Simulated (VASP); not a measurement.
# La (P6_3/mmc) in VASP: further runs

Runs on La. Level: LDA. Tasks: single point.

Everything below comes from runs of VASP 6.6.1. Logs are shortened: lines on timing, memory, paths and dates and some standing lists are left out, and cuts for length are marked.

### Step 1. The cell of the first run

Symmetry: P6_3/mmc, No. 194, hexagonal system. The conventional cell has a = 3.600 Å, b = 3.600 Å, c = 11.552 Å, α = 90.00°, β = 90.00°, γ = 120.00°. La (site symmetry -3m) has 12 La at 3.56 to 3.60 Å within 4.7 Å. La (site symmetry -6m2) has 12 La at 3.56 to 3.60 Å within 4.7 Å.

### Step 2. Single point, LDA

Contents of INCAR:

```
SYSTEM = La
PREC = Accurate ; ENCUT = 520
EDIFF = 1E-6 ; ISMEAR = 0
SIGMA = 0.6 ; LREAL = .FALSE.
LASPH = .TRUE. ; NELM = 80
ALGO = Normal ; ISIF = 2
LWAVE = .FALSE. ; LCHARG = .FALSE.
NBANDS = 30
```

Contents of KPOINTS:

```
regular mesh
0
G
  10 10 3
  0 0 0
```

Contents of POSCAR:

```
La
1.0
    3.5996230182      0.0000000000      0.0000000000
   -1.7998115091      3.1173649778      0.0000000000
    0.0000000000      0.0000000000     11.5524372057
La
4
Direct
    0.0000000000      1.0000000000      0.0000000000
    1.0000000000      1.0000000000      0.5000000000
    0.3333333333      0.6666666667      0.7500000000
    0.6666666667      0.3333333333      0.2500000000
```

Potentials or basis: VASP PAW LDA potentials, release 64 (La).

Command:

```sh
cat potpaw_LDA.64/La/POTCAR > POTCAR
mpirun -np 1 vasp_std > vasp.out
```

OUTCAR:

```text
SYSTEM = La
   PREC = Accurate
   ENCUT = 520
   EDIFF = 1E-6
   ISMEAR = 0
   LREAL = .FALSE.
   LASPH = .TRUE.
   NELM = 80
   ISIF = 2

 ion  position               nearest neighbor table
   1  0.000  0.000  0.000-   3 3.56   4 3.56   3 3.56   4 3.56   4 3.56   3 3.56
   2  0.000  0.000  0.500-   3 3.56   4 3.56   3 3.56   4 3.56   4 3.56   3 3.56
   3  0.333  0.667  0.750-   1 3.56   2 3.56   1 3.56   2 3.56   1 3.56   2 3.56
   4  0.667  0.333  0.250-   1 3.56   2 3.56   1 3.56   2 3.56   1 3.56   2 3.56

  LATTYP: Found a hexagonal cell.
 ALAT       =     3.5996230182
 C/A-ratio  =     3.2093464086

  Lattice vectors:

 A1 = (   3.5996230182,   0.0000000000,   0.0000000000)
 A2 = (  -1.7998115091,   3.1173649778,   0.0000000000)
 A3 = (   0.0000000000,   0.0000000000,  11.5524372057)

Analysis of symmetry for initial positions (statically):
=====================================================================
 Subroutine PRICEL returns:
 Original cell was already a primitive cell.

 Routine SETGRP: Setting up the symmetry group for a
 hexagonal supercell.

 Subroutine GETGRP returns: Found 24 space group operations
 (whereof 12 operations were pure point group operations)
 out of a pool of 24 trial point group operations.

The static configuration has the point symmetry D_3d.
 The point group associated with its full space group is D_6h.

Analysis of symmetry for dynamics (positions and initial velocities):
=====================================================================
 Subroutine PRICEL returns:
 Original cell was already a primitive cell.

 Routine SETGRP: Setting up the symmetry group for a
 hexagonal supercell.

 Subroutine GETGRP returns: Found 24 space group operations
 (whereof 12 operations were pure point group operations)
 out of a pool of 24 trial point group operations.

The dynamic configuration has the point symmetry D_3d.
 The point group associated with its full space group is D_6h.

 Subroutine INISYM returns: Found 24 space group operations
 (whereof 12 operations are pure point group operations),
 and found     1 'primitive' translations

----------------------------------------------------------------------------------------

                                     Primitive cell

  volume of cell :     129.6338

  direct lattice vectors                    reciprocal lattice vectors
     3.599623018  0.000000000  0.000000000     0.277806869  0.160391871  0.000000000
    -1.799811509  3.117364978  0.000000000     0.000000000  0.320783741  0.000000000
     0.000000000  0.000000000 11.552437206     0.000000000  0.000000000  0.086561821

  length of vectors
     3.599623018  3.599623018 11.552437206     0.320783741  0.320783741  0.086561821

  position of ions in fractional coordinates (direct lattice)
     0.000000000  0.000000000  0.000000000
     0.000000000  0.000000000  0.500000000
     0.333333333  0.666666667  0.750000000
     0.666666667  0.333333333  0.250000000

  ion indices of the primitive-cell ions
   primitive index   ion index
                 1           1
                 2           2
                 3           3
                 4           4

----------------------------------------------------------------------------------------

 KPOINTS: regular mesh

Automatic generation of k-mesh.
 Grid dimensions read from file:
 generate k-points for:   10   10    3

 Generating k-lattice:

  Cartesian coordinates                     Fractional coordinates (reciprocal lattice)
     0.027780687  0.016039187  0.000000000     0.100000000  0.000000000  0.000000000
     0.000000000  0.032078374  0.000000000     0.000000000  0.100000000  0.000000000
     0.000000000  0.000000000  0.028853940     0.000000000  0.000000000  0.333333333

  Length of vectors
     0.032078374  0.032078374  0.028853940

  Shift w.r.t. Gamma in fractional coordinates (k-lattice)
     0.000000000  0.000000000  0.000000000

 Subroutine IBZKPT returns following result:
 ===========================================

 Found     28 irreducible k-points:

 Following reciprocal coordinates:
            Coordinates               Weight
  0.000000  0.000000  0.000000      1.000000
  0.100000  0.000000  0.000000      6.000000
  0.200000  0.000000  0.000000      6.000000
  0.300000  0.000000  0.000000      6.000000
  0.400000  0.000000  0.000000      6.000000
  0.500000  0.000000  0.000000      3.000000
[... 16 lines left out ...]
  0.300000  0.100000  0.333333     24.000000
  0.400000  0.100000  0.333333     24.000000
 [... further k-points ...]
   k-points           NKPTS =     28   k-points in BZ     NKDIM =     28   number of bands    NBANDS=     30
   number of dos      NEDOS =    301   number of ions     NIONS =      4
   total plane-waves  NPLWV =  70560
   dimension x,y,z NGX =    28 NGY =   28 NGZ =   90
   dimension x,y,z NGXF=    56 NGYF=   56 NGZF=  180
   ions per type =               4
   NGX,Y,Z   is equivalent  to a cutoff of  12.93, 12.93, 12.95 a.u.
   NGXF,Y,Z  is equivalent  to a cutoff of  25.86, 25.86, 25.90 a.u.
 SYSTEM =  La
   PREC   = accura    normal or accurate (medium, high low for compatibility)
   ISTART =      0    job   : 0-new  1-cont  2-samecut
   ICHARG =      2    charge: 1-file 2-atom 10-const
   ISPIN  =      1    spin polarized calculation?
   LNONCOLLINEAR =      F non collinear calculations
   LSORBIT =      F    spin-orbit coupling
   LASPH  =      T    aspherical Exc in radial PAW
   ENCUT  =  520.0 eV  38.22 Ry    6.18 a.u.   6.69  6.69 21.48*2*pi/ulx,y,z
   NELM   =     80;   NELMIN=  2; NELMDL= -5     # of ELM steps
   EDIFF  = 0.1E-05   stopping-criterion for ELM
   LREAL  =      F    real-space projection
   EDIFFG = 0.1E-04   stopping-criterion for IOM
   NSW    =      0    number of steps for IOM
   IBRION =     -1    ionic relax: 0-MD 1-quasi-New 2-CG
   NFREE  =      0    steps in history (QN), initial steepest desc. (CG)
   ISIF   =      2    stress and relaxation
   ISYM   =      2    0-nonsym 1-usesym 2-fastsym
   POTIM  = 0.5000    time-step for ionic-motion
   TEBEG  =    0.0;   TEEND  =   0.0 temperature during run
   PSTRESS=    0.0 pullay stress
   NELECT =      44.0000    total number of electrons
   NUPDOWN=      -1.0000    fix difference up-down
   EMIN   =  10.00;   EMAX   =-10.00  energy-range for DOS
   EFERMI =   0.00;   METHOD = LEGACY
   ISMEAR =     0;   SIGMA  =   0.60  broadening in eV -4-tet -1-fermi 0-gaus
   EFERMI_NEDOS =   21; number of points for ismear=-14 and -15
   IALGO  =     38    algorithm
   IMIX   =      4    mixing-type and parameters
     AMIX     =   0.40;   BMIX     =  1.00
     AMIX_MAG =   1.60;   BMIX_MAG =  1.00
  volume/ion in A,a.u.               =      32.41       218.70
  Fermi-wavevector in a.u.,A,eV,Ry     =   1.141965  2.158002 17.743154  1.304085
  Thomas-Fermi vector in A             =   2.278664
   LORBIT       =      0    0 simple, 1 ext, 2 COOP (PROOUT), +10 PAW based schemes
   GGA     = CA    functional components
   LHFCALC =     F    Hartree Fock is set to
   AEXX    =    0.0000 exact exchange contribution
   IVDW    =     0    specifies the selected vdW correction
   LEPSILON=     F    determine dielectric tensor
   LRPA    =     F    only Hartree local field effects (RPA)
 non-spin polarized calculation
 Gauss-broadening in eV      SIGMA  =   0.60
  energy-cutoff  :      520.00
  volume of cell :      129.63
 maximum number of plane-waves:      3523
 NGX is ok and might be reduce to    28
   NGX = 13   NGY = 13   NGZ = 43

 number of electron      44.0000002 magnetization

 Free energy of the ion-electron system (eV)
  ---------------------------------------------------
  ext. energy  EPLUGINS =         0.00000000
  ---------------------------------------------------
  free energy    TOTEN  =       -22.86558455 eV

  energy without entropy =      -21.78617331  energy(sigma->0) =      -22.32587893

 E-fermi :   9.0484     XC(G=0): -10.3264

 val. band max:        9.0224008519   @ k =   0.2000   0.1000   0.0000
 cond. band min:       9.0499387886   @ k =   0.1000   0.1000   0.3333
 fundamental gap:      0.0275379367
 Fermi energy:         9.0484492353

 k-point     1 :       0.0000    0.0000    0.0000
  band No.  band energies     occupation
      1     -23.5396      2.00000
      2     -23.3675      2.00000
      3     -23.3620      2.00000
      4     -23.1799      2.00000
      5      -8.2812      2.00000
      6      -7.3064      2.00000
[... 22 lines left out ...]
     29      10.5165      0.00054
     30      10.6250      0.00020

 k-point     2 :       0.1000    0.0000    0.0000
  band No.  band energies     occupation
      1     -23.5129      2.00000
      2     -23.3476      2.00000
      3     -23.3421      2.00000
      4     -23.1677      2.00000
      5      -8.2216      2.00000
      6      -7.3282      2.00000
[... 22 lines left out ...]
     29      10.6993      0.00010
     30      10.7335      0.00007

 k-point     3 :       0.2000    0.0000    0.0000
  band No.  band energies     occupation
      1     -23.4402      2.00000
      2     -23.2949      2.00000
      3     -23.2895      2.00000
      4     -23.1374      2.00000
      5      -8.0542      2.00000
      6      -7.4642      2.00000
[... 22 lines left out ...]
     29      10.6592      0.00015
     30      10.7574      0.00006

 k-point     4 :       0.3000    0.0000    0.0000
  band No.  band energies     occupation
      1     -23.3423      2.00000
      2     -23.2285      2.00000
      3     -23.2230      2.00000
      4     -23.1054      2.00000
      5      -7.8689      2.00000
      6      -7.7859      2.00000
[... 616 lines left out ...]
     29      10.6317      0.00019
     30      10.8126      0.00003

 k-point    23 :       0.3000    0.1000    0.3333
  band No.  band energies     occupation
      1     -23.2690      2.00000
      2     -23.2350      2.00000
      3     -23.1406      2.00000
      4     -23.1055      2.00000
      5      -7.9400      2.00000
      6      -7.8317      2.00000
[... 22 lines left out ...]
     29      10.6604      0.00015
     30      10.7015      0.00010

 k-point    24 :       0.4000    0.1000    0.3333
  band No.  band energies     occupation
      1     -23.2017      2.00000
      2     -23.1800      2.00000
      3     -23.1197      2.00000
      4     -23.0977      2.00000
      5      -8.0984      2.00000
      6      -8.0476      2.00000
[... 22 lines left out ...]
     29      10.9124      0.00001
     30      10.9595      0.00001

 [... further k-points ...]

------------------------ aborting loop because EDIFF is reached ----------------------------------------

  FORCE on cell =-STRESS in cart. coord.  units (eV):
  Direction    XX          YY          ZZ          XY          YZ          ZX
  --------------------------------------------------------------------------------------
  -------------------------------------------------------------------------------------
  Total        0.1719969      0.1719969      0.4875419     -0.0000000      0.0000000      0.0000000
  in kB        2.1257530      2.1257530      6.0256546     -0.0000000      0.0000000      0.0000000
  external PRESSURE =       3.4257202 kB  Pullay stress =       0.0000000 kB

 VOLUME and BASIS-vectors are now :
 -----------------------------------------------------------------------------
  energy-cutoff  :      520.00
  volume of cell :      129.63
      direct lattice vectors                 reciprocal lattice vectors
     3.599623018  0.000000000  0.000000000     0.277806869  0.160391871  0.000000000
    -1.799811509  3.117364978  0.000000000     0.000000000  0.320783741  0.000000000
     0.000000000  0.000000000 11.552437206     0.000000000  0.000000000  0.086561821

 POSITION                                       TOTAL-FORCE (eV/Angst)
 -----------------------------------------------------------------------------------
      0.00000      0.00000      0.00000         0.000000      0.000000      0.000000
      0.00000      0.00000      5.77622         0.000000      0.000000      0.000000
     -0.00000      2.07824      8.66433        -0.000000      0.000000      0.000000
      1.79981      1.03912      2.88811         0.000000     -0.000000     -0.000000
 -----------------------------------------------------------------------------------
    total drift:                               -0.000000      0.000000      0.000000

  FREE ENERGIE OF THE ION-ELECTRON SYSTEM (eV)
  ---------------------------------------------------
  free  energy   TOTEN  =       -22.8655845537 eV

  energy  without entropy=      -21.7861733107  energy(sigma->0) =      -22.32587893
```

It took 100 s on 1 thread of Intel Xeon 6975P-C (Granite Rapids), shared host; peak memory 0.27 GiB.

Results:

```
Free energy            : -22.8656 eV
Pressure               : 0.3 GPa
Band gap on the k mesh : zero (bands 22 and 23 overlap by 1.14 eV)
```

Stress tensor (GPa, compression positive):
```
0.21 0.00 0.00
0.00 0.21 0.00
0.00 0.00 0.60
```

Levels at points of the mesh, in eV from the Fermi level:
| k point | band 18 | band 19 | band 20 | band 21 | band 22 | band 23 | band 24 | band 25 | band 26 | band 27 |
| --- | --- | --- | --- | --- | --- | --- | --- | --- | --- | --- |
| (0.00, 0.00, 0.00) | -1.92 | -1.71 | -1.68 | 0.64 | 0.81 | 1.28 | 1.28 | 1.30 | 1.30 | 1.39 |
| (0.50, 0.00, 0.00) | -2.10 | -1.79 | -1.24 | -0.81 | -0.25 | -0.19 | 0.52 | 1.18 | 1.21 | 1.51 |

Caveat: so wide a smearing shifts energies and pressures; spin-orbit coupling is left out, which moves the levels of the heavy elements.

### Step 3. Single point, LDA

Contents of INCAR:

```
SYSTEM = La
PREC = Accurate
ENCUT = 520
EDIFF = 1E-7
ISMEAR = 0
SIGMA = 1.0
LREAL = .FALSE.
LASPH = .TRUE.
NELM = 100
ALGO = Normal
ISIF = 2
LWAVE = .FALSE.
LCHARG = .FALSE.
GGA = CA
NBANDS = 30
```

Contents of KPOINTS:

```
Automatic mesh
0
G
  10 10 3
  0 0 0
```

POSCAR is that of step 2.

Potentials or basis: VASP PAW LDA potentials, release 64 (La).

Command:

```sh
cat potpaw_LDA.64/La/POTCAR > POTCAR
mpirun -np 1 vasp_std > vasp.out
```

Wall time 4.8 min (1 thread of Intel Xeon 6975P-C (Granite Rapids), shared host); peak memory 0.28 GiB.

It converged, with:

- Free energy: -23.8428 eV
- Pressure: 1.4 GPa
- Band gap on the k mesh: zero (bands 22 and 23 overlap by 1.18 eV)

Stress tensor (GPa, compression positive):
```
1.12 0.00 0.00
0.00 1.12 0.00
0.00 0.00 1.88
```

Levels at points of the mesh, in eV from the Fermi level:
```
           k point  band 20  band 21  band 22  band 23  band 24  band 25
(0.00, 0.00, 0.00)    -1.68     0.68     0.85     1.29     1.29     1.36
(0.50, 0.00, 0.00)    -1.24    -0.80    -0.25    -0.18     0.54     1.22
```

Caveat: the highest band is partly filled, so the run has too few bands; so wide a smearing shifts energies and pressures; spin-orbit coupling is left out, which moves the levels of the heavy elements.

### Step 4. Single point, LDA

Contents of INCAR:

```
PREC = Accurate ; ENCUT = 520
EDIFF = 1E-6 ; ISMEAR = 1
SIGMA = 0.01 ; LREAL = F
LASPH = T ; NELM = 100
ALGO = Normal ; ISIF = 2
LWAVE = F ; LCHARG = F
NBANDS = 30
```

Contents of KPOINTS:

```
Automatic mesh
0
Gamma
  10 10 3
```

POSCAR is that of step 3.

Potentials or basis: VASP PAW LDA potentials, release 64 (La).

Command:

```sh
cat potpaw_LDA.64/La/POTCAR > POTCAR
mpirun -np 1 vasp_std > vasp.out
```

OUTCAR:

```text
PREC = Accurate
   ENCUT = 520
   EDIFF = 1E-6
   ISMEAR = 1
   LREAL = F
   LASPH = T
   NELM = 100
   ISIF = 2

 ion  position               nearest neighbor table
   1  0.000  0.000  0.000-   3 3.56   4 3.56   3 3.56   4 3.56   4 3.56   3 3.56
   2  0.000  0.000  0.500-   3 3.56   4 3.56   3 3.56   4 3.56   4 3.56   3 3.56
   3  0.333  0.667  0.750-   1 3.56   2 3.56   1 3.56   2 3.56   1 3.56   2 3.56
   4  0.667  0.333  0.250-   1 3.56   2 3.56   1 3.56   2 3.56   1 3.56   2 3.56

  LATTYP: Found a hexagonal cell.
[... 995 lines left out ...]
  --------------------------------------------------------------------------------------
  -------------------------------------------------------------------------------------
  Total       -0.1259915     -0.1259915     -0.0944739      0.0000000      0.0000000     -0.0000000
  in kB       -1.5571607     -1.5571607     -1.1676276      0.0000000      0.0000000     -0.0000000
  external PRESSURE =      -1.4273163 kB  Pullay stress =       0.0000000 kB

 VOLUME and BASIS-vectors are now :
 -----------------------------------------------------------------------------
  energy-cutoff  :      520.00
  volume of cell :      129.63
      direct lattice vectors                 reciprocal lattice vectors
     3.599623018  0.000000000  0.000000000     0.277806869  0.160391871  0.000000000
    -1.799811509  3.117364978  0.000000000     0.000000000  0.320783741  0.000000000
     0.000000000  0.000000000 11.552437206     0.000000000  0.000000000  0.086561821

 POSITION                                       TOTAL-FORCE (eV/Angst)
 -----------------------------------------------------------------------------------
      0.00000      0.00000      0.00000         0.000000      0.000000     -0.000000
      0.00000      0.00000      5.77622         0.000000      0.000000     -0.000000
     -0.00000      2.07824      8.66433         0.000000      0.000000      0.000000
      1.79981      1.03912      2.88811        -0.000000      0.000000      0.000000
 -----------------------------------------------------------------------------------
    total drift:                               -0.000000      0.000000      0.000000

  FREE ENERGIE OF THE ION-ELECTRON SYSTEM (eV)
  ---------------------------------------------------
  free  energy   TOTEN  =       -22.3059735307 eV

  energy  without entropy=      -22.3059697073  energy(sigma->0) =      -22.30597226
```

Wall time 90 s (1 thread of Intel Xeon 6975P-C (Granite Rapids), shared host); peak memory 0.26 GiB.

What came out:

```
Free energy            : -22.3060 eV
Pressure               : -0.1 GPa
Band gap on the k mesh : zero (bands 22 and 23 overlap by 1.10 eV)
```

Caveat: spin-orbit coupling is left out, which moves the levels of the heavy elements.

### Step 5. The runs side by side

```csv
smearing,gap on the mesh (eV),pressure (GPa)
gaussian 0.6 eV,none,0.3
gaussian 1 eV,none,1.4
methfessel-paxton 0.01 eV,none,-0.1
```

Alike in all rows: task single point; level LDA; potentials or basis VASP PAW LDA potentials, release 64 (La); no spin polarisation; cell as given; k mesh 10 × 10 × 3; cutoff (eV) 520.

Caveats: spin-orbit coupling is left out, which moves the levels of the heavy elements; so wide a smearing shifts energies and pressures (at least some runs); the highest band is partly filled, so the run has too few bands (at least some runs).

Absolute energies hang on the potentials; compare differences alone.

The gap in the log of VASP goes by the Fermi energy; the results here count the filled bands.